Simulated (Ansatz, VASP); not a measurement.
**One calculation of Te2Mo, two programs**

The input INCAR:

```
SYSTEM = Te2Mo
ALGO = Normal ; EDIFF = 1E-7
ENCUT = 520 ; GGA = PE
ISIF = 2 ; ISMEAR = 0
LASPH = .TRUE. ; LCHARG = .FALSE.
LREAL = .FALSE. ; LWAVE = .FALSE.
NBANDS = 35 ; NELM = 80
PREC = Accurate ; SIGMA = 0.05
```

Contents of KPOINTS:

```
k-points
0
G
  9 9 2
  0 0 0
```

POSCAR

```
Te2Mo
1.0
   -1.7785332447     -3.0805099428      0.0000000000
    1.7785332447     -3.0805099428      0.0000000000
    0.0000000000     -5.6478069291     15.2047171722
Te Mo
4 2
Direct
    0.5464924825      0.5464924825      0.1310943429
   -0.2451908508     -0.2451908508      0.6310943429
    0.3284908508      0.3284908508      0.3689056571
   -0.4631924825     -0.4631924825      0.8689056571
   -0.0208583333     -0.0208583333      0.7500000000
    0.1041583333      0.1041583333      0.2500000000
```

Input for Ansatz:

```yaml
crystal:
  lattice:
    - [-1.7785332447, -3.0805099428, 0.0]
    - [1.7785332447, -3.0805099428, 0.0]
    - [0.0, -5.6478069291, 15.2047171722]
  atoms:
    - { symbol: Te, position: [0.5464924825, 0.5464924825, 0.1310943429] }
    - { symbol: Te, position: [-0.2451908508, -0.2451908508, 0.6310943429] }
    - { symbol: Te, position: [0.3284908508, 0.3284908508, 0.3689056571] }
    - { symbol: Te, position: [-0.4631924825, -0.4631924825, 0.8689056571] }
    - { symbol: Mo, position: [-0.0208583333, -0.0208583333, 0.75] }
    - { symbol: Mo, position: [0.1041583333, 0.1041583333, 0.25] }
basis:
  ecutwfc: 420
kpoints:
  mp_grid: { grid: [9, 9, 2] }
hamiltonian:
  xc: pbe
scf:
  occupations: { method: gaussian, width: 0.05 }
output:
  forces: true
  stress: true
  eigenvalues: true
```

Alike in both runs: task single point; functional PBE; k mesh 9 × 9 × 2; occupations gaussian, width 0.05 eV; no spin polarisation.

|  | VASP | Ansatz |
| --- | --- | --- |
| version | VASP 6.6.1 | Ansatz 0.2.0 |
| potentials or method | VASP PAW PBE potentials, release 64 (Te, Mo_sv), cutoff 520 eV | scalar-relativistic, plane waves, PAW |
| valence electrons in the cell | 52 | 92 |

```csv
,VASP,Ansatz,Ansatz less VASP
gap on the k mesh at the Fermi level (eV),1.03,1.03,+0.001
least direct gap on the mesh (eV),1.03,1.03,+0.001
pressure (GPa),0.1,0.0,-0.01
"traceless stress, the component that is largest in VASP (GPa)",0.13,0.07,-0.055
rms of the force components (eV/Å),0.008,0.008,+0.0007
```

Atom by atom the forces differ by 0.006 eV/Å (rms over components). VASP's potentials hold 52 valence electrons a cell and Ansatz's 92, so a difference there can come from the potentials and not from the codes.

Spin-orbit coupling is off throughout.
